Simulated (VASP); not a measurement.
# CdCl3 (R-3m) in VASP: a series of runs

Runs on CdCl3. Level: PBE. Tasks: single point, relaxation of cell and atoms.

All numbers are computed with VASP 6.6.1; they aren't measurements. Logs are shortened: lines on timing, memory, paths and dates and some standing lists are left out, and cuts for length are marked.

### 1 The cell of the first run

Symmetry: R-3m, No. 166, trigonal system. The conventional cell has a = 3.803 Å, b = 3.803 Å, c = 28.704 Å, α = 90.00°, β = 90.00°, γ = 120.00°. Cd (site symmetry -3m) has 6 Cl at 2.65 Å within 3.5 Å. Within 3.5 Å of Cl (site symmetry 3m) lie 3 Cd at 2.65 Å. Within 5.0 Å of Cl (site symmetry -3m) lie 12 Cl at 3.80 to 3.97 Å.

The cell was generated, and may not be a known phase.

### 2 Single point, PBE

INCAR reads:

```
SYSTEM = CdCl3
ALGO     = Normal         ! electronic algorithm
EDIFF    = 1E-6           ! SCF threshold, eV
ENCUT    = 520            ! plane-wave cutoff, eV
GGA      = PE             ! functional
ISIF     = 2              ! what is computed and relaxed
ISMEAR   = 0              ! smearing method
LASPH    = .TRUE.         ! aspherical terms in the spheres
LCHARG   = .FALSE.        ! write CHGCAR
LREAL    = .FALSE.        ! projectors in reciprocal space
LWAVE    = .FALSE.        ! write WAVECAR
NBANDS   = 24             ! bands
NELM     = 100            ! most SCF steps
PREC     = Accurate       ! precision mode
SIGMA    = 0.1            ! smearing width, eV
```

KPOINTS reads:

```
k-points
0
G
  6 6 6
  0 0 0
```

POSCAR reads:

```
CdCl3
1.0
    1.9016590001      1.0979233385      9.5678613802
   -1.9016590001      1.0979233385      9.5678613802
    0.0000000000     -2.1958466684      9.5678613812
Cd Cl
1 3
Direct
    0.0000000000      0.0000000000      0.0000000000
    0.2816859644      0.2816859644      0.2816859644
    0.7183140356      0.7183140356      0.7183140356
    0.5000000000      0.5000000000      0.5000000000
```

Potentials or basis: VASP PAW PBE potentials, release 64 (Cd, Cl).

The run is started by

```bash
cat potpaw_PBE.64/Cd/POTCAR potpaw_PBE.64/Cl/POTCAR > POTCAR
mpirun -np 1 vasp_std > vasp.out
```

OUTCAR:

```text
SYSTEM = CdCl3
   EDIFF = 1E-6
   ENCUT = 520
   GGA = PE
   ISIF = 2
   ISMEAR = 0
   LASPH = .TRUE.
   LREAL = .FALSE.
   NELM = 100
   PREC = Accurate

 ion  position               nearest neighbor table
   1  0.000  0.000  0.000-   3 2.65   3 2.65   2 2.65   2 2.65   3 2.65   2 2.65
   2  0.282  0.282  0.282-   1 2.65   1 2.65   1 2.65
   3  0.718  0.718  0.718-   1 2.65   1 2.65   1 2.65
   4  0.500  0.500  0.500-

  LATTYP: Found a trigonal (rhomboedric) cell.
 ALAT       =     9.8166039953
 COS(alpha) =     0.9249461909

  Lattice vectors:

 A1 = (   1.9016590001,   1.0979233385,   9.5678613802)
 A2 = (  -1.9016590001,   1.0979233385,   9.5678613802)
 A3 = (   0.0000000000,  -2.1958466684,   9.5678613812)

Analysis of symmetry for initial positions (statically):
=====================================================================
 Subroutine PRICEL returns:
 Original cell was already a primitive cell.

 Routine SETGRP: Setting up the symmetry group for a
 trigonal (rhombohedral) supercell.

 Subroutine GETGRP returns: Found 12 space group operations
 (whereof 12 operations were pure point group operations)
 out of a pool of 12 trial point group operations.

The static configuration has the point symmetry D_3d.

Analysis of symmetry for dynamics (positions and initial velocities):
=====================================================================
 Subroutine PRICEL returns:
 Original cell was already a primitive cell.

 Routine SETGRP: Setting up the symmetry group for a
 trigonal (rhombohedral) supercell.

 Subroutine GETGRP returns: Found 12 space group operations
 (whereof 12 operations were pure point group operations)
 out of a pool of 12 trial point group operations.

The dynamic configuration has the point symmetry D_3d.

 Subroutine INISYM returns: Found 12 space group operations
 (whereof 12 operations are pure point group operations),
 and found     1 'primitive' translations

----------------------------------------------------------------------------------------

                                     Primitive cell

  volume of cell :     119.8590

  direct lattice vectors                    reciprocal lattice vectors
     1.901659000  1.097923339  9.567861380     0.262928317  0.151801734  0.034838855
    -1.901659000  1.097923339  9.567861380    -0.262928317  0.151801734  0.034838855
     0.000000000 -2.195846668  9.567861381     0.000000000 -0.303603469  0.034838855

  length of vectors
     9.816603995  9.816603995  9.816603995     0.305595831  0.305595831  0.305595831

  position of ions in fractional coordinates (direct lattice)
     0.000000000  0.000000000  0.000000000
     0.281685964  0.281685964  0.281685964
     0.718314036  0.718314036  0.718314036
     0.500000000  0.500000000  0.500000000

  ion indices of the primitive-cell ions
   primitive index   ion index
                 1           1
                 2           2
                 3           3
                 4           4

----------------------------------------------------------------------------------------

 KPOINTS: k-points

Automatic generation of k-mesh.
 Grid dimensions read from file:
 generate k-points for:    6    6    6

 Generating k-lattice:

  Cartesian coordinates                     Fractional coordinates (reciprocal lattice)
     0.043821386  0.025300289  0.005806476     0.166666667 -0.000000000 -0.000000000
    -0.043821386  0.025300289  0.005806476    -0.000000000  0.166666667 -0.000000000
     0.000000000 -0.050600578  0.005806476    -0.000000000 -0.000000000  0.166666667

  Length of vectors
     0.050932639  0.050932639  0.050932639

  Shift w.r.t. Gamma in fractional coordinates (k-lattice)
     0.000000000  0.000000000  0.000000000

 Subroutine IBZKPT returns following result:
 ===========================================

 Found     32 irreducible k-points:

 Following reciprocal coordinates:
            Coordinates               Weight
  0.000000  0.000000  0.000000      1.000000
  0.166667  0.000000  0.000000      6.000000
  0.333333  0.000000 -0.000000      6.000000
  0.500000  0.000000 -0.000000      3.000000
  0.166667  0.166667 -0.000000      6.000000
  0.333333  0.166667 -0.000000     12.000000
[... 16 lines left out ...]
  0.500000  0.500000  0.166667      6.000000
 -0.333333  0.500000  0.166667     12.000000
 [... further k-points ...]
   k-points           NKPTS =     32   k-points in BZ     NKDIM =     32   number of bands    NBANDS=     24
   number of dos      NEDOS =    301   number of ions     NIONS =      4
   total plane-waves  NPLWV = 512000
   dimension x,y,z NGX =    80 NGY =   80 NGZ =   80
   dimension x,y,z NGXF=   160 NGYF=  160 NGZF=  160
   ions per type =               1   3
   NGX,Y,Z   is equivalent  to a cutoff of  13.55, 13.55, 13.55 a.u.
   NGXF,Y,Z  is equivalent  to a cutoff of  27.10, 27.10, 27.10 a.u.
 SYSTEM =  CdCl3
   PREC   = accura    normal or accurate (medium, high low for compatibility)
[... 65 lines left out ...]
  band No.  band energies     occupation
      1     -15.4610      2.00000
      2     -14.9501      2.00000
      3     -14.3094      2.00000
      4      -8.3243      2.00000
      5      -8.3243      2.00000
      6      -8.1525      2.00000
[... 16 lines left out ...]
     23       9.1911      0.00000
     24       9.3968      0.00000

 k-point     2 :       0.1667    0.0000    0.0000
  band No.  band energies     occupation
      1     -15.3478      2.00000
      2     -14.9365      2.00000
      3     -14.2569      2.00000
      4      -8.2740      2.00000
      5      -8.2618      2.00000
      6      -8.0820      2.00000
[... 16 lines left out ...]
     23       8.6490      0.00000
     24       9.3766      0.00000

 k-point     3 :       0.3333    0.0000   -0.0000
  band No.  band energies     occupation
      1     -15.1025      2.00000
      2     -14.9126      2.00000
      3     -14.1490      2.00000
      4      -8.2221      2.00000
      5      -8.1788      2.00000
      6      -7.9710      2.00000
[... 16 lines left out ...]
     23       8.1279      0.00000
     24       9.0926      0.00000

 k-point     4 :       0.5000    0.0000   -0.0000
  band No.  band energies     occupation
      1     -14.9558      2.00000
      2     -14.9157      2.00000
      3     -14.0935      2.00000
      4      -8.2226      2.00000
      5      -8.1979      2.00000
      6      -7.9552      2.00000
[... 16 lines left out ...]
     23       8.1851      0.00000
     24       9.2405      0.00000

 k-point     5 :       0.1667    0.1667   -0.0000
  band No.  band energies     occupation
      1     -15.3475      2.00000
      2     -14.9371      2.00000
      3     -14.2565      2.00000
      4      -8.2740      2.00000
      5      -8.2619      2.00000
      6      -8.0819      2.00000
[... 16 lines left out ...]
     23       8.6362      0.00000
     24       9.3700      0.00000

 k-point     6 :       0.3333    0.1667   -0.0000
  band No.  band energies     occupation
      1     -15.1673      2.00000
      2     -14.9178      2.00000
      3     -14.1762      2.00000
      4      -8.2239      2.00000
      5      -8.1515      2.00000
      6      -8.0044      2.00000
[... 16 lines left out ...]
     23       8.6615      0.00000
     24       9.1230      0.00000
[... 379 lines left out ...]
 k-point    21 :      -0.3333    0.3333    0.1667
  band No.  band energies     occupation
      1     -14.9691      2.00000
      2     -14.9041      2.00000
      3     -14.0938      2.00000
      4      -8.1816      2.00000
      5      -8.1161      2.00000
      6      -7.9508      2.00000
[... 16 lines left out ...]
     23       8.6126      0.00000
     24       9.2271      0.00000

 k-point    22 :      -0.1667    0.3333    0.1667
  band No.  band energies     occupation
      1     -14.9690      2.00000
      2     -14.9042      2.00000
      3     -14.0938      2.00000
      4      -8.1814      2.00000
      5      -8.1162      2.00000
      6      -7.9507      2.00000
[... 16 lines left out ...]
     23       8.5873      0.00000
     24       9.2887      0.00000

 k-point    23 :       0.5000    0.5000    0.1667
  band No.  band energies     occupation
      1     -15.1011      2.00000
      2     -14.9145      2.00000
      3     -14.1485      2.00000
      4      -8.2221      2.00000
      5      -8.1786      2.00000
      6      -7.9712      2.00000
[... 16 lines left out ...]
     23       8.3926      0.00000
     24       8.6069      0.00000

 k-point    24 :      -0.3333    0.5000    0.1667
  band No.  band energies     occupation
      1     -14.9688      2.00000
      2     -14.9044      2.00000
      3     -14.0938      2.00000
      4      -8.1816      2.00000
      5      -8.1161      2.00000
      6      -7.9507      2.00000
[... 16 lines left out ...]
     23       8.6153      0.00000
     24       9.2997      0.00000

 [... further k-points ...]

------------------------ aborting loop because EDIFF is reached ----------------------------------------

  FORCE on cell =-STRESS in cart. coord.  units (eV):
  Direction    XX          YY          ZZ          XY          YZ          ZX
  --------------------------------------------------------------------------------------
  -------------------------------------------------------------------------------------
  Total        0.1134455      0.1134455      0.1294380      0.0000000      0.0000000      0.0000000
  in kB        1.5164461      1.5164461      1.7302215      0.0000000      0.0000000      0.0000000
  external PRESSURE =       1.5877046 kB  Pullay stress =       0.0000000 kB

 VOLUME and BASIS-vectors are now :
 -----------------------------------------------------------------------------
  energy-cutoff  :      520.00
  volume of cell :      119.86
      direct lattice vectors                 reciprocal lattice vectors
     1.901659000  1.097923339  9.567861380     0.262928317  0.151801734  0.034838855
    -1.901659000  1.097923339  9.567861380    -0.262928317  0.151801734  0.034838855
     0.000000000 -2.195846668  9.567861381     0.000000000 -0.303603469  0.034838855

 POSITION                                       TOTAL-FORCE (eV/Angst)
 -----------------------------------------------------------------------------------
      0.00000      0.00000      0.00000         0.000000      0.000000     -0.000000
      0.00000      0.00000      8.08540         0.000000     -0.000000     -0.039394
      0.00000      0.00000     20.61819         0.000000      0.000000      0.039394
      0.00000      0.00000     14.35179        -0.000000      0.000000     -0.000000
 -----------------------------------------------------------------------------------
    total drift:                                0.000000      0.000000     -0.000000

  FREE ENERGIE OF THE ION-ELECTRON SYSTEM (eV)
  ---------------------------------------------------
  free  energy   TOTEN  =        -8.1488254576 eV

  energy  without entropy=       -8.1040846439  energy(sigma->0) =       -8.12645505
```

Wall time 18 min (1 thread of Intel Xeon Platinum 8259CL at 2.50GHz (Skylake/Cascade Lake), shared host); peak memory 0.93 GiB.

Results:

```yaml
Free_energy: -8.1488 eV
Pressure: 0.2 GPa
Largest_force: 0.039 eV/Å
Band_gap_on_the_k_mesh: zero (an odd number of electrons rules out a gap without spin polarisation)
```

Forces in eV/Å, atoms in the order of the input:
```
Cd   0.000  0.000  0.000
Cl   0.000  0.000 -0.039
Cl   0.000  0.000  0.039
Cl   0.000  0.000  0.000
```

Caveat: an odd number of electrons without spin polarisation forces a metal; a magnetic or distorted state may lie lower.

### 3 Single point, PBE

This run uses another cell than the first one, of 31.34 Å³/atom.

INCAR reads:

```
SYSTEM = CdCl3
  PREC = Accurate
  ENCUT = 520
  EDIFF = 1E-7
  ISMEAR = 0
  SIGMA = 0.1
  LREAL = .False.
  LASPH = .True.
  NELM = 60
  ALGO = Normal
  ISIF = 2
  LWAVE = .False.
  LCHARG = .True.
  GGA = PE
  LELF = .True.
  LVHAR = .True.
  NBANDS = 24
```

KPOINTS reads:

```
regular mesh
0
Gamma
  6 6 6
  0 0 0
```

POSCAR reads:

```
CdCl3
1.0
    2.5429597300      1.4681784900      5.5969786300
   -2.5429597300      1.4681784900      5.5969786300
    0.0000000000     -2.9363569700      5.5969786300
Cd Cl
1 3
Direct
    0.0000000000      0.0000000000      0.0000000000
    0.2188269300      0.2188269300      0.2188269300
    0.7811730700      0.7811730700      0.7811730700
    0.5000000000      0.5000000000      0.5000000000
```

Potentials or basis: VASP PAW PBE potentials, release 64 (Cd, Cl).

The run is started by

```bash
cat potpaw_PBE.64/Cd/POTCAR potpaw_PBE.64/Cl/POTCAR > POTCAR
mpirun -np 1 vasp_std > vasp.out
```

Wall time 1.9 min (1 thread of Intel Xeon Platinum 8259CL at 2.50GHz (Skylake/Cascade Lake), shared host); peak memory 0.36 GiB.

The run converged. Its results:

```
Free energy            : -5.1462 eV
Pressure               : -3.9 GPa
Largest force          : 0.988 eV/Å
Band gap on the k mesh : zero (an odd number of electrons rules out a gap without spin polarisation)
```

Forces on the atoms (eV/Å):
```
Cd   0.000  0.000  0.000
Cl   0.000  0.000  0.988
Cl   0.000  0.000 -0.988
Cl   0.000  0.000  0.000
```

Stress tensor (GPa, compression positive):
```
-3.00  0.00  0.00
 0.00 -3.00  0.00
 0.00  0.00 -5.68
```

Levels at points of the mesh, in eV from the Fermi level:
```
           k point  band 13  band 14  band 15  band 16  band 17  band 18  band 19  band 20
(0.00, 0.00, 0.00)    -1.99    -1.78    -1.01    -0.48    -0.02    -0.02     5.75     6.01
(0.50, 0.00, 0.00)    -1.41    -1.23    -0.93    -0.31     0.09     0.48     4.45     5.43
(0.50, 0.50, 0.00)    -1.06    -1.06    -0.99    -0.08     0.05     0.40     4.58     5.79
(0.50, 0.50, 0.50)    -2.03    -1.67    -0.93     0.07     0.07     0.94     4.87     5.92
```

Caveat: the cell stands under tension; an odd number of electrons without spin polarisation forces a metal; a magnetic or distorted state may lie lower.

### 4 Relaxation of cell and atoms, PBE

This run uses another cell than the first one, of 31.34 Å³/atom.

INCAR reads:

```
SYSTEM = CdCl3
ALGO     = Normal         ! electronic algorithm
EDIFF    = 1E-6           ! SCF threshold, eV
EDIFFG   = -0.04          ! ionic threshold
ENCUT    = 600            ! plane-wave cutoff, eV
GGA      = PE             ! functional
IBRION   = 2              ! ionic algorithm
ISIF     = 3              ! what is computed and relaxed
ISMEAR   = 0              ! smearing method
LASPH    = .TRUE.         ! aspherical terms in the spheres
LCHARG   = .FALSE.        ! write CHGCAR
LREAL    = .FALSE.        ! projectors in reciprocal space
LWAVE    = .FALSE.        ! write WAVECAR
NELM     = 80             ! most SCF steps
NSW      = 90             ! ionic steps
PREC     = Accurate       ! precision mode
SIGMA    = 0.1            ! smearing width, eV
```

KPOINTS reads:

```
k-points
0
G
  6 6 6
  0 0 0
```

POSCAR is that of step 3.

The run is started by

```bash
cat potpaw_PBE.64/Cd/POTCAR potpaw_PBE.64/Cl/POTCAR > POTCAR
mpirun -np 1 vasp_std > vasp.out
```

Wall time 50 min (1 thread of Intel Xeon Platinum 8259CL at 2.50GHz (Skylake/Cascade Lake), shared host); peak memory 0.44 GiB.

Results (log left out):

```yaml
Free_energy: -8.0922 eV
Relaxed_volume: 27.57 Å³/atom
Relaxed_cell: a = 8.792 Å, b = 8.792 Å, c = 8.792 Å, α = 25.43°, β = 25.43°, γ = 25.43°
Space_group_after_relaxing_to_0.1_Å: R-3m (No. 166)
Energy_gained_by_relaxing: 736.5 meV/atom
Ionic_steps: 39
Pressure_after_relaxing: 0.0 GPa
Largest_force_after_relaxing: 0.030 eV/Å
Band_gap_on_the_k_mesh: zero (an odd number of electrons rules out a gap without spin polarisation)
```

Forces in eV/Å, atoms in the order of the input:
```
Cd   0.000  0.000  0.000
Cl   0.000  0.000  0.030
Cl   0.000  0.000 -0.030
Cl   0.000  0.000  0.000
```

Stress tensor (GPa, compression positive):
```
-0.09  0.00  0.00
 0.00 -0.09  0.00
 0.00  0.00  0.08
```

The path:
```csv
step,energy change (eV),largest force (eV/Å),pressure (GPa),volume (Å³)
1,0.0000,0.9882,-3.87,125.38
2,-0.4449,1.2399,-3.28,112.10
3,-0.9498,1.8442,8.24,77.65
4,-1.0050,1.7013,1.91,88.10
5,-1.0228,1.7638,3.65,84.45
6,-1.2940,1.3842,4.06,81.78
7,-1.4358,0.2855,7.16,75.91
8,-1.4624,0.5938,6.02,77.42
9,-1.6298,0.4021,1.32,83.79
10,-1.6481,0.3319,-0.50,87.30
11,-1.6482,0.3355,-0.39,87.06
12,-1.6697,0.3540,-0.37,87.08
13,-1.7513,0.3818,-0.21,87.11
14,-1.9482,0.2806,0.58,86.97
15,-2.1553,0.4467,4.43,85.93
16,-2.1627,0.4677,4.43,86.17
17,-2.1812,0.5350,4.45,86.90
18,-2.2008,0.6930,4.57,88.33
19,-2.1645,1.0865,5.22,91.04
20,-2.1971,0.8019,4.73,89.08
21,-2.2298,0.7614,4.11,90.18
22,-2.3070,0.6453,2.43,93.52
23,-2.3792,0.4341,-0.20,100.40
24,-2.3826,0.3809,-0.76,102.30
25,-2.4035,0.3752,-0.74,102.49
26,-2.4645,0.3481,-0.72,103.01
27,-2.5756,0.2499,-0.68,103.81
28,-2.7317,0.1005,-0.80,104.49
29,-2.6478,1.1415,-1.84,102.49
30,-2.7577,0.4311,-1.15,104.37
31,-2.8148,0.1482,1.42,98.72
32,-2.8148,0.1468,1.43,98.70
33,-2.8625,0.0795,1.55,99.74
34,-2.8647,0.1696,2.53,101.49
35,-2.8944,0.0811,2.10,100.95
36,-2.9015,0.4694,-1.38,111.12
37,-2.9262,0.2247,0.10,106.29
38,-2.9359,0.1664,0.06,107.44
39,-2.9461,0.0299,-0.03,110.28
```

Final structure:
```yaml
crystal:
  lattice:
    - [1.93487, 1.11710, 8.50377]
    - [-1.93487, 1.11710, 8.50377]
    - [0.00000, -2.23419, 8.50377]
  atoms:
    - { symbol: Cd, position: [0.00000, 0.00000, 0.00000] }
    - { symbol: Cl, position: [0.27658, 0.27658, 0.27658] }
    - { symbol: Cl, position: [0.72342, 0.72342, 0.72342] }
    - { symbol: Cl, position: [0.50000, 0.50000, 0.50000] }
```

Levels at points of the mesh, in eV from the Fermi level:
| k point | band 13 | band 14 | band 15 | band 16 | band 17 | band 18 | band 19 | band 20 |
| --- | --- | --- | --- | --- | --- | --- | --- | --- |
| (0.00, 0.00, 0.00) | -0.62 | -0.62 | 0.05 | 0.16 | 0.16 | 3.42 | 5.90 | 8.79 |
| (0.50, 0.00, 0.00) | -1.48 | -0.76 | -0.42 | -0.28 | -0.03 | 4.37 | 6.50 | 9.02 |
| (0.50, 0.50, 0.00) | -0.94 | -0.79 | -0.68 | -0.19 | -0.10 | 4.22 | 6.70 | 8.58 |
| (0.50, 0.50, 0.50) | -0.64 | -0.64 | -0.52 | 0.17 | 0.17 | 3.71 | 5.76 | 8.60 |

Caveat: a cell axis changed by over 15 % at a fixed basis, so the end point is rough; an odd number of electrons without spin polarisation forces a metal; a magnetic or distorted state may lie lower.

### 5 The runs side by side

| task | cell | cutoff (eV) | gap on the mesh (eV) | pressure (GPa) | largest force (eV/Å) |
| --- | --- | --- | --- | --- | --- |
| single point | a = 9.817 Å, angles 22.3°, 4 atoms, atomic positions A | 520 | none | 0.2 | 0.04 |
| single point | a = 6.320 Å, angles 47.4°, 4 atoms, atomic positions B | 520 | none | -3.9 | 0.99 |
| relaxation of cell and atoms | relaxed from a = 6.320 Å, angles 47.4°, 4 atoms, atomic positions B | 600 | none | 0.0 | 0.03 |

Alike in all rows: level PBE; potentials or basis VASP PAW PBE potentials, release 64 (Cd, Cl); no spin polarisation; k mesh 6 × 6 × 6; smearing gaussian 0.1 eV.

Caveats: an odd number of electrons without spin polarisation forces a metal; a magnetic or distorted state may lie lower; the cell stands under tension (at least some runs); a cell axis changed by over 15 % at a fixed basis, so the end point is rough (at least some runs).

Absolute energies hang on the potentials; compare differences alone.
